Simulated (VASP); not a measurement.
AlP, 2 atoms in the cell. The structure is cubic, space group F-43m (No. 216). The conventional cell has a = 5.533 Å, b = 5.533 Å, c = 5.533 Å, α = 90.00°, β = 90.00°, γ = 90.00°. Within 3.2 Å of Al (site symmetry -43m) lie 4 P at 2.40 Å. Within 3.2 Å of P (site symmetry -43m) lie 4 Al at 2.40 Å.  This cell differs from its parent crystal: volume changed by +3%.

* Program: VASP 6.6.1
* Task: single point
* Functional: r2SCAN
* Potentials or basis: VASP PAW PBE potentials, release 64 (Al, P)
* Cutoff: 550 eV
* k mesh: 6 × 6 × 6
* Occupations: gaussian, width 0.01 eV
* Spin: no spin polarisation
* Dipole correction: no
* Further INCAR settings: ALGO = Normal; EDIFF = 1e-06; NBANDS = 11

Potentials or basis: VASP PAW PBE potentials, release 64 (Al, P).

Run with:

```sh
$ cat potpaw_PBE.64/Al/POTCAR potpaw_PBE.64/P/POTCAR > POTCAR
$ cp INCAR.step1 INCAR
$ mpirun -np 1 vasp_std > vasp.out
$ cp INCAR.step2 INCAR
$ mpirun -np 1 vasp_std > vasp.out
```

Hardware: 1 thread of AMD EPYC 9R45 96-Core Processor (Zen 5), with other jobs on the host.

Task: Estimate the wall time of this run.

Result: Run time: 24 s on 1 thread of AMD EPYC 9R45 96-Core Processor (Zen 5) (shared host), peak memory 0.13 GiB. Counts: k points 16.
